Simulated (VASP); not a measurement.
A run of VASP 6.6.1 is set up as follows.

Contents of POSCAR:

```
ZrO2
1.0
    3.5895931849      0.0000000000      0.0000000000
    0.0000000000      3.5895931849      0.0000000000
    0.0000000000      0.0000000000      5.2108986048
Zr O
2 4
Direct
    0.0000000000      0.0000000000      0.0000000000
    0.5000000000      0.5000000000      0.5000000000
    0.0000000000      0.5000000000      0.3032142033
    0.0000000000      0.5000000000      0.8032142033
    0.5000000000      0.0000000000      0.6967857967
    0.5000000000      0.0000000000      0.1967857967
```

Contents of INCAR.step1:

```
SYSTEM = ZrO2
PREC = Accurate
ENCUT = 660
ISMEAR = 0
SIGMA = 0.02
LREAL = .FALSE.
LASPH = .TRUE.
NELM = 120
GGA = PE
ALGO = Normal
EDIFF = 1E-5
LWAVE = .TRUE.
LCHARG = .FALSE.
GGA_COMPAT = .FALSE.
IBRION = 2
ISIF = 3
EDIFFG = -0.005
NELMIN = 4
NSW = 100
```

The input INCAR.step2:

```
SYSTEM = ZrO2
PREC = Accurate
ENCUT = 660
EDIFF = 1E-7
ISMEAR = 0
SIGMA = 0.02
LREAL = .FALSE.
LASPH = .TRUE.
NELM = 120
ALGO = Normal
ISIF = 3
LWAVE = .FALSE.
LCHARG = .FALSE.
METAGGA = R2SCAN
LMIXTAU = .TRUE.
IBRION = 2
NSW = 70
EDIFFG = -0.008
PSTRESS = 10.0
ISTART = 1
GGA_COMPAT = .FALSE.
NELMIN = 4
```

The input KPOINTS:

```
regular mesh
0
G
  6 6 6
  0 0 0
```

Potentials or basis: VASP PAW PBE potentials, release 64 (Zr_sv, O).

Command:

```console
$ cat potpaw_PBE.64/Zr_sv/POTCAR potpaw_PBE.64/O/POTCAR > POTCAR
$ cp INCAR.step1 INCAR
$ mpirun -np 1 vasp_std > vasp.out
$ cp INCAR.step2 INCAR
$ mpirun -np 1 vasp_std > vasp.out
```

Task: Estimate the relaxed volume.

Result: 11.23 Å³/atom.

Task: Predict the relaxed cell.

Result: a = 3.597 Å, b = 3.597 Å, c = 5.206 Å, α = 90.00°, β = 90.00°, γ = 90.00°.

Final structure:
```cif
data_structure
_symmetry_space_group_name_H-M 'P 1'
_symmetry_Int_Tables_number 1
_cell_length_a 3.5971
_cell_length_b 3.5971
_cell_length_c 5.2061
_cell_angle_alpha 90.000
_cell_angle_beta 90.000
_cell_angle_gamma 90.000
_cell_volume 67.36
loop_
_atom_site_label
_atom_site_type_symbol
_atom_site_fract_x
_atom_site_fract_y
_atom_site_fract_z
_atom_site_occupancy
Zr1 Zr 0.00000 0.00000 0.00000 1
Zr2 Zr 0.50000 0.50000 0.50000 1
O1 O 0.00000 0.50000 0.30070 1
O2 O 0.00000 0.50000 0.80070 1
O3 O 0.50000 0.00000 0.69930 1
O4 O 0.50000 0.00000 0.19930 1
```

Caveat: the cell is relaxed towards a set pressure, so the run minimises the enthalpy, not the energy; the PAW data sets were made with another functional, which shifts forces and pressure a little.
